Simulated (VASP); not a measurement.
## Si2W: single point with PBE

The system is Si2W.

```
Si W
1.0
    -1.70341    1.70341    3.67580
     1.70341   -1.70341    3.67580
     1.70341    1.70341   -3.67580
Si W
2 1
Cartesian
  0.0000 0.0000 2.4596
  0.0000 0.0000 4.8919
  0.0000 0.0000 0.0000
```

This cell differs from its parent crystal: volume 14.221 Å^3 an atom, c/a of the conventional cell 2.1579.

- Program: VASP 6.6.1
- Task: single point
- Functional: PBE
- Potentials or basis: VASP PAW PBE potentials, release 64 (Si, W_sv)
- Cutoff: 520 eV
- k mesh: 18 × 18 × 18
- Occupations: gaussian, width 0.15 eV
- Spin: no spin polarisation

* Pressure: -1.9 GPa
* Largest force: 0.206 eV/Å
* Band gap on the k mesh: zero (band 11 reaches 11.33 eV, above the bottom of band 12 at 10.83 eV)

Forces in eV/Å, atoms in the order of the input:
```
Si   0.000  0.000  0.206
Si   0.000  0.000 -0.206
W    0.000  0.000  0.000
```

Stress tensor (GPa, compression positive):
```
-19.07   0.00   0.00
  0.00 -19.07   0.00
  0.00   0.00  32.31
```

Levels at points of the mesh, in eV from the Fermi level:
| k point | band 9 | band 10 | band 11 | band 12 | band 13 | band 14 |
| --- | --- | --- | --- | --- | --- | --- |
| (0.00, 0.00, 0.00) | -2.63 | -2.08 | 0.16 | 2.16 | 2.30 | 2.30 |
| (0.50, 0.00, 0.00) | -3.00 | -2.20 | -0.48 | 2.04 | 2.30 | 4.21 |
| (0.50, 0.50, 0.00) | -4.82 | -2.01 | -1.67 | 2.32 | 2.36 | 4.08 |
| (0.50, 0.50, 0.50) | -1.40 | -1.40 | -0.10 | -0.10 | 0.46 | 4.85 |

It took 13 min on 1 thread of AMD EPYC 7R13 (shared host), peak memory 0.45 GiB.

Caveat: spin-orbit coupling is left out, which moves the levels of the heavy elements.
